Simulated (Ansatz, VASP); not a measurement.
## ZnS: VASP beside Ansatz

```xyz
8
Lattice="-3.8110 0.0000 0.0000 -1.9055 -3.3004 0.0000 -2.3821 -1.3753 12.4680" Properties=species:S:1:pos:R:3 pbc="T T T"
Zn   -1.9055   -1.1001    8.1510
Zn   -1.9055   -1.1001    1.9170
Zn   -3.8110   -2.2003   11.2680
Zn   -3.8110   -2.2003    5.0340
S    -1.9055   -1.1001   10.5510
S    -1.9055   -1.1001    4.3170
S    -3.8110   -2.2003    1.2000
S    -3.8110   -2.2003    7.4340
```

Alike in both runs: task single point; functional PBE; k mesh 8 × 8 × 3; occupations gaussian, width 0.05 eV; no spin polarisation.

|  | VASP | Ansatz |
| --- | --- | --- |
| version | VASP 6.6.1 | Ansatz 0.2.0 |
| potentials or method | VASP PAW PBE potentials, release 64 (Zn, S), cutoff 520 eV | scalar-relativistic, plane waves, PAW |
| valence electrons in the cell | 72 | 72 |

```tsv
	VASP	Ansatz	Ansatz less VASP
gap on the k mesh at the Fermi level (eV)	1.65	1.65	-0.001
least direct gap on the mesh (eV)	1.65	1.65	-0.001
pressure (GPa)	1.9	1.8	-0.15
traceless stress, the component that is largest in VASP (GPa)	0.60	0.60	0.000
rms of the force components (eV/Å)	0.163	0.160	-0.0033
```

Atom by atom the forces differ by 0.004 eV/Å (rms over components).
